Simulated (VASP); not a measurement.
# Rh: single point with PBEsol

Rh:

```
CELL_PARAMETERS angstrom
2.60343 0.00000 0.00000
-1.30171 2.25463 0.00000
0.00000 0.00000 4.20181
ATOMIC_POSITIONS crystal
Rh 0.66667 0.33333 0.75000
Rh 0.33333 0.66667 0.25000
```

This cell differs from its parent crystal: volume scaled by 0.91, then relaxed in part.

* Program: VASP 6.6.1
* Task: single point
* Functional: PBEsol
* Potentials or basis: VASP PAW PBE potentials, release 64 (Rh_pv)
* Cutoff: 520 eV
* k mesh: 18 × 18 × 10
* Occupations: gaussian, width 0.1 eV
* Spin: no spin polarisation
* Dipole correction: no
* Further INCAR settings: ALGO = Fast; EDIFF = 1e-06; NBANDS = 22

```
Pressure               : 35.0 GPa
Band gap on the k mesh : zero (band 15 reaches 14.77 eV, above the bottom of band 16 at 11.85 eV)
```

Levels at points of the mesh, in eV from the Fermi level:
```
           k point  band 11  band 12  band 13  band 14  band 15  band 16  band 17  band 18  band 19  band 20
(0.00, 0.00, 0.00)    -3.64    -3.00    -3.00    -2.31    -2.31     0.14     0.14     0.54     9.75    15.72
(0.50, 0.00, 0.00)    -3.23    -2.66    -2.60     0.51     0.77     0.88     3.37     5.70    11.12    11.67
(0.00, 0.00, 0.50)    -3.77    -3.77    -3.77    -3.77    -0.52    -0.52    -0.52    -0.52    15.04    15.04
(0.50, 0.00, 0.50)    -2.04    -2.04    -0.44    -0.44     0.74     0.74     2.82     2.82    10.41    10.41
```

Run time: 41 s on 1 thread of Intel(R) Xeon(R) 6975P-C (Granite Rapids), with other jobs on the host, peak memory 0.2 GiB.

Caveat: the PAW data sets were made with another functional, which shifts forces and pressure a little.
